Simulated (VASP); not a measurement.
Set up this calculation in VASP 6.6.1, as the native input.

```yaml
Task: single point
Functional: PBE
Potentials_or_basis: VASP PAW PBE potentials, release 64 (Li_sv, Se)
Cutoff: 520 eV
k_mesh: 4 × 4 × 6
Occupations: gaussian, width 0.1 eV
Spin: no spin polarisation
Dipole_correction: no
Further_INCAR_settings: ALGO = Normal; EDIFF = 1e-06; NBANDS = 22
```

The structure of LiSe4 lies in POSCAR:

```
LiSe4
1.0
    5.1550354071     -2.3135195732      0.0764830989
    5.1550354071      2.3135195732      0.0764830989
    0.0490326324      0.0000000000      5.4848065079
Li Se
1 4
Direct
    0.6178898243      0.3821101757      0.5000000000
    0.1620508923      0.1172841343      0.2955889818
    0.3475772715      0.9219841139      0.7036488274
    0.0780158861      0.6524227285      0.2963511726
    0.8827158657      0.8379491077      0.7044110182
```

The input as run:

INCAR

```
PREC = Accurate
ENCUT = 520
EDIFF = 1E-6
ISMEAR = 0
SIGMA = 0.1
LREAL = False
LASPH = True
NELM = 100
ALGO = Normal
ISIF = 2
LWAVE = False
LCHARG = True
GGA = PE
LELF = True
LVHAR = True
NBANDS = 22
```

KPOINTS

```
regular mesh
0
Gamma
  4 4 6
```

Potentials or basis: VASP PAW PBE potentials, release 64 (Li_sv, Se).

Launch:

```bash
$ cat potpaw_PBE.64/Li_sv/POTCAR potpaw_PBE.64/Se/POTCAR > POTCAR
$ mpirun -np 1 vasp_std > vasp.out
```

Results of the run:

```json
{
 "Largest force": "0.034 eV/Å",
 "Band gap on the k mesh": "zero (an odd number of electrons rules out a gap without spin polarisation)"
}
```

Caveat: the k points lie up to 0.37 Å⁻¹ apart, too coarse for converged energies and pressures of a metal; an odd number of electrons without spin polarisation forces a metal; a magnetic or distorted state may lie lower.

It took 81 s on 1 thread of Oxide Virtual Turin-like Processor, with other jobs on the host, peak memory 0.25 GiB.
